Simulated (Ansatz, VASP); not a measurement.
## One calculation of Ge, two programs

File INCAR:

```
SYSTEM = Ge
PREC = Accurate ; ENCUT = 520
EDIFF = 1E-6 ; ISMEAR = 0
SIGMA = 0.1 ; LREAL = .FALSE.
LASPH = .TRUE. ; NELM = 100
ALGO = Normal ; ISIF = 2
LWAVE = .FALSE. ; LCHARG = .TRUE.
LDIPOL = .TRUE. ; IDIPOL = 3
DIPOL = 0.5 0.5 0.500 ; GGA = PE
IVDW = 12 ; LELF = .TRUE.
LVHAR = .TRUE. ; LVACPOTAV = .TRUE.
NBANDS = 21
```

KPOINTS

```
regular mesh
0
G
  12 12 1
  0 0 0
```

POSCAR

```
Ge
1.0
    3.7710000000      0.0000000000      0.0000000000
   -1.8855000000      3.2657817977      0.0000000000
    0.0000000000      0.0000000000     28.0000000000
Ge
2
Direct
    0.3333333333      0.6666666667      0.5000000000
    0.6666666667      0.3333333333      0.5000000000
```

Input for Ansatz:

```yaml
crystal:
  lattice:
    - [3.771, 0.0, 0.0]
    - [-1.8855, 3.2657817977, 0.0]
    - [0.0, 0.0, 28.0]
  atoms:
    - { symbol: Ge, position: [0.3333333333, 0.6666666667, 0.5] }
    - { symbol: Ge, position: [0.6666666667, 0.3333333333, 0.5] }
  periodic: [true, true, false]
basis:
  ecutwfc: 420
kpoints:
  mp_grid: { grid: [12, 12, 1] }
hamiltonian:
  xc: pbe
  pseudopotentials: { kind: paw, azcp: { folder: soft_1 } }
  dispersion: d3bj
scf:
  occupations: { method: gaussian, width: 0.1 }
output:
  forces: true
  stress: true
  eigenvalues: true
```

Alike in both runs: task single point; functional PBE; dispersion D3(BJ); k mesh 12 × 12 × 1; occupations gaussian, width 0.1 eV; no spin polarisation.

|  | VASP | Ansatz |
| --- | --- | --- |
| version | VASP 6.6.1 | Ansatz 0.2.0 |
| potentials or method | VASP PAW PBE potentials, release 64 (Ge_d), cutoff 520 eV | scalar-relativistic, plane waves, PAW |
| valence electrons in the cell | 28 | 28 |

```tsv
	VASP	Ansatz	Ansatz less VASP
gap on the k mesh at the Fermi level (eV)	none	none	-
work function, face that differs most (eV)	4.25	4.25	0.000
```

A gap of «none» marks a metal or a gap that the smearing closes.
